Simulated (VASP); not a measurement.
# Ge (I4_1/amd) in VASP: further runs

Runs on Ge. Level: PBEsol. Tasks: single point, relaxation of the atoms.

Program: VASP 6.6.1. These are calculated values, not measurements. Logs are shortened: lines on timing, memory, paths and dates and some standing lists are left out, and cuts for length are marked.

## 1. The cell of the first run

The structure is tetragonal, space group I4_1/amd (No. 141). Conventional cell: a = 4.053 Å, b = 4.053 Å, c = 5.642 Å, α = 90.00°, β = 90.00°, γ = 90.00°. Within 3.3 Å of Ge (site symmetry -4m2) lie 4 Ge at 2.47 Å.

## 2. Single point, PBEsol (strained cell)

File INCAR:

```
SYSTEM = Ge
ALGO = Normal
EDIFF = 1E-6
ENCUT = 520
GGA = PS
ISIF = 2
ISMEAR = 0
LASPH = .TRUE.
LCHARG = .FALSE.
LREAL = .FALSE.
LWAVE = .FALSE.
NBANDS = 21
NELM = 100
PREC = Accurate
SIGMA = 0.1
```

File KPOINTS:

```
k-points
0
G
  10 10 10
  0 0 0
```

File POSCAR:

```
Ge
1.0
    0.0000000000      2.8662440442      2.8208381979
    2.8662440442      0.0000000000      2.8208381979
    2.8662440442      2.8662440442      0.0000000000
Ge
2
Direct
    0.0000000000      0.0000000000      0.0000000000
    0.2500000000      0.2500000000      0.2500000000
```

Potentials or basis: VASP PAW PBE potentials, release 64 (Ge_d).

Launch:

```bash
cat potpaw_PBE.64/Ge_d/POTCAR > POTCAR
mpirun -np 1 vasp_std > vasp.out
```

OUTCAR:

```text
SYSTEM = Ge
   EDIFF = 1E-6
   ENCUT = 520
   GGA = PS
   ISIF = 2
   ISMEAR = 0
   LASPH = .TRUE.
   LREAL = .FALSE.
   NELM = 100
   PREC = Accurate

 ion  position               nearest neighbor table
   1  0.000  0.000  0.000-   2 2.47   2 2.47   2 2.47   2 2.47
   2  0.250  0.250  0.250-   1 2.47   1 2.47   1 2.47   1 2.47

  LATTYP: Found a body centered tetragonal cell.
 ALAT       =     4.0534812004
 C/A-ratio  =     1.3918101792

  Lattice vectors:

 A1 = (   0.0000000000,  -2.8662440442,  -2.8208381979)
 A2 = (   0.0000000000,   2.8662440442,  -2.8208381979)
 A3 = (   2.8662440442,   0.0000000000,   2.8208381979)

Analysis of symmetry for initial positions (statically):
=====================================================================
 Subroutine PRICEL returns:
 Original cell was already a primitive cell.

 Routine SETGRP: Setting up the symmetry group for a
 body centered tetragonal supercell.

 Subroutine GETGRP returns: Found 16 space group operations
 (whereof  8 operations were pure point group operations)
 out of a pool of 16 trial point group operations.

The static configuration has the point symmetry D_2d.
 The point group associated with its full space group is D_4h.

Analysis of symmetry for dynamics (positions and initial velocities):
=====================================================================
 Subroutine PRICEL returns:
 Original cell was already a primitive cell.

 Routine SETGRP: Setting up the symmetry group for a
 body centered tetragonal supercell.

 Subroutine GETGRP returns: Found 16 space group operations
 (whereof  8 operations were pure point group operations)
 out of a pool of 16 trial point group operations.

The dynamic configuration has the point symmetry D_2d.
 The point group associated with its full space group is D_4h.

 Subroutine INISYM returns: Found 16 space group operations
 (whereof  8 operations are pure point group operations),
 and found     1 'primitive' translations

----------------------------------------------------------------------------------------

                                     Primitive cell

  volume of cell :      46.3484

  direct lattice vectors                    reciprocal lattice vectors
     0.000000000  2.866244044  2.820838198    -0.174444322  0.174444322  0.177252279
     2.866244044  0.000000000  2.820838198     0.174444322 -0.174444322  0.177252279
     2.866244044  2.866244044  0.000000000     0.174444322  0.174444322 -0.177252279

  length of vectors
[... 76 lines left out ...]
   ISPIN  =      1    spin polarized calculation?
   LNONCOLLINEAR =      F non collinear calculations
   LSORBIT =      F    spin-orbit coupling
   LASPH  =      T    aspherical Exc in radial PAW
   ENCUT  =  520.0 eV  38.22 Ry    6.18 a.u.   7.48  7.48  7.54*2*pi/ulx,y,z
   NELM   =    100;   NELMIN=  2; NELMDL= -5     # of ELM steps
   EDIFF  = 0.1E-05   stopping-criterion for ELM
   LREAL  =      F    real-space projection
   EDIFFG = 0.1E-04   stopping-criterion for IOM
   NSW    =      0    number of steps for IOM
   IBRION =     -1    ionic relax: 0-MD 1-quasi-New 2-CG
   NFREE  =      0    steps in history (QN), initial steepest desc. (CG)
   ISIF   =      2    stress and relaxation
   ISYM   =      2    0-nonsym 1-usesym 2-fastsym
   POTIM  = 0.5000    time-step for ionic-motion
   TEBEG  =    0.0;   TEEND  =   0.0 temperature during run
   PSTRESS=    0.0 pullay stress
   NELECT =      28.0000    total number of electrons
   NUPDOWN=      -1.0000    fix difference up-down
   EMIN   =  10.00;   EMAX   =-10.00  energy-range for DOS
   EFERMI =   0.00;   METHOD = LEGACY
   ISMEAR =     0;   SIGMA  =   0.10  broadening in eV -4-tet -1-fermi 0-gaus
   EFERMI_NEDOS =   21; number of points for ismear=-14 and -15
   IALGO  =     38    algorithm
   IMIX   =      4    mixing-type and parameters
     AMIX     =   0.40;   BMIX     =  1.00
     AMIX_MAG =   1.60;   BMIX_MAG =  1.00
  volume/ion in A,a.u.               =      23.17       156.39
  Fermi-wavevector in a.u.,A,eV,Ry     =   1.383936  2.615260 26.058951  1.915279
  Thomas-Fermi vector in A             =   2.508487
   LORBIT       =      0    0 simple, 1 ext, 2 COOP (PROOUT), +10 PAW based schemes
   GGA     = PS    functional components
   LHFCALC =     F    Hartree Fock is set to
   AEXX    =    0.0000 exact exchange contribution
   IVDW    =     0    specifies the selected vdW correction
   LEPSILON=     F    determine dielectric tensor
   LRPA    =     F    only Hartree local field effects (RPA)
 non-spin polarized calculation
 Gauss-broadening in eV      SIGMA  =   0.10
  energy-cutoff  :      520.00
  volume of cell :       46.35
 maximum number of plane-waves:      1271
 NGX is ok and might be reduce to    30
   NGX = 15   NGY = 15   NGZ = 15

 number of electron      28.0000007 magnetization

 Free energy of the ion-electron system (eV)
  ---------------------------------------------------
  ext. energy  EPLUGINS =         0.00000000
  ---------------------------------------------------
  free energy    TOTEN  =        -9.86784266 eV

  energy without entropy =       -9.86747553  energy(sigma->0) =       -9.86765910

 E-fermi :   4.6181     XC(G=0): -10.0184

 val. band max:        4.5977257761   @ k =   0.0000   0.0000   0.0000
 cond. band min:       4.6854028324   @ k =   0.5000  -0.0000   0.0000
 fundamental gap:      0.0876770563
 Fermi energy:         4.6180859951

 k-point     1 :       0.0000    0.0000    0.0000
  band No.  band energies     occupation
      1     -20.0952      2.00000
      2     -20.0916      2.00000
      3     -20.0916      2.00000
      4     -20.0586      2.00000
      5     -20.0575      2.00000
      6     -19.8606      2.00000
[... 565 lines left out ...]
     20      16.1169      0.00000
     21      16.2212      0.00000

 [... further k-points ...]
[... 5 lines left out ...]
  --------------------------------------------------------------------------------------
  -------------------------------------------------------------------------------------
  Total       -0.4879449     -0.4879449     -0.1762575      0.0000000      0.0000000      0.0000000
  in kB      -16.8673512    -16.8673512     -6.0928933      0.0000000      0.0000000      0.0000000
  external PRESSURE =     -13.2758652 kB  Pullay stress =       0.0000000 kB

 VOLUME and BASIS-vectors are now :
 -----------------------------------------------------------------------------
  energy-cutoff  :      520.00
  volume of cell :       46.35
      direct lattice vectors                 reciprocal lattice vectors
     0.000000000  2.866244044  2.820838198    -0.174444322  0.174444322  0.177252279
     2.866244044  0.000000000  2.820838198     0.174444322 -0.174444322  0.177252279
     2.866244044  2.866244044  0.000000000     0.174444322  0.174444322 -0.177252279

 POSITION                                       TOTAL-FORCE (eV/Angst)
 -----------------------------------------------------------------------------------
      0.00000      0.00000      0.00000        -0.000000     -0.000000     -0.000000
      1.43312      1.43312      1.41042         0.000000      0.000000      0.000000
 -----------------------------------------------------------------------------------
    total drift:                                0.000000     -0.000000      0.000000

  FREE ENERGIE OF THE ION-ELECTRON SYSTEM (eV)
  ---------------------------------------------------
  free  energy   TOTEN  =        -9.8678426640 eV

  energy  without entropy=       -9.8674755349  energy(sigma->0) =       -9.86765910
```

OSZICAR:

```text
N       E                     dE             d eps       ncg     rms          rms(c)
DAV:   1     0.190595178432E+03    0.19060E+03   -0.14538E+04  4783   0.358E+03
DAV:   2     0.185788259610E+02   -0.17202E+03   -0.16665E+03  4299   0.636E+02
DAV:   3    -0.905382290398E+01   -0.27633E+02   -0.27468E+02  4929   0.144E+02
DAV:   4    -0.999429878398E+01   -0.94048E+00   -0.94004E+00  4802   0.312E+01
DAV:   5    -0.100101613043E+02   -0.15863E-01   -0.15862E-01  4962   0.452E+00    0.315E+00
DAV:   6    -0.991331922767E+01    0.96842E-01   -0.33810E-02  5713   0.225E+00    0.180E+00
DAV:   7    -0.986677421883E+01    0.46545E-01   -0.56057E-02  4752   0.243E+00    0.157E-01
DAV:   8    -0.986775007823E+01   -0.97586E-03   -0.68221E-03  4820   0.119E+00    0.461E-02
DAV:   9    -0.986782184058E+01   -0.71762E-04   -0.30659E-04  5541   0.292E-01    0.137E-02
DAV:  10    -0.986784198581E+01   -0.20145E-04   -0.27982E-05  4779   0.453E-02    0.520E-03
DAV:  11    -0.986784266397E+01   -0.67816E-06   -0.71269E-06  5960   0.447E-02
   1 F= -.98678427E+01 E0= -.98676591E+01  d E =-.367129E-03
```

stdout:

```text
POSCAR found type information on POSCAR Ge
 POSCAR found :  1 types and       2 ions
 scaLAPACK will be used
 -----------------------------------------------------------------------------
|                                                                             |
|                                                                             |
|     You enforced a specific xc type in the INCAR file but a different       |
|     I HOPE YOU KNOW WHAT YOU ARE DOING!                                     |
|                                                                             |
 -----------------------------------------------------------------------------

 LDA part: xc-table for (Slater+PW92), standard interpolation
 POSCAR, INCAR and KPOINTS ok, starting setup
 FFT: planning ... GRIDC
 FFT: planning ... GRID_SOFT
 FFT: planning ... GRID
 WAVECAR not read
 entering main loop
```

It took 2.3 min on 1 thread of AMD EPYC 7R13, shared host; peak memory 0.19 GiB.

What came out:

```
Free energy            : -9.8678 eV
Pressure               : -1.3 GPa
Band gap on the k mesh : 0.09 eV (least direct gap 0.12 eV)
```

Stress tensor (GPa, compression positive):
```
-1.69  0.00  0.00
 0.00 -1.69  0.00
 0.00  0.00 -0.61
```

Levels at points of the mesh, in eV from the valence-band top:
```csv
k point,band 12,band 13,band 14,band 15,band 16,band 17
"(0.00, 0.00, 0.00)",-0.18,0.00,0.00,0.12,2.51,2.59
"(0.50, 0.00, 0.00)",-7.48,-1.40,-1.26,0.09,3.69,3.79
"(0.50, 0.50, 0.00)",-8.72,-3.04,-3.04,0.65,0.65,9.35
"(0.50, 0.00, 0.50)",-8.80,-2.93,-2.93,0.78,0.78,9.32
```

Caveat: the cell differs from its parent crystal (strained cell); the PAW data sets were made with another functional, which shifts forces and pressure a little. A k mesh can miss the band edges.

(Part 1 of 2 ends here.)
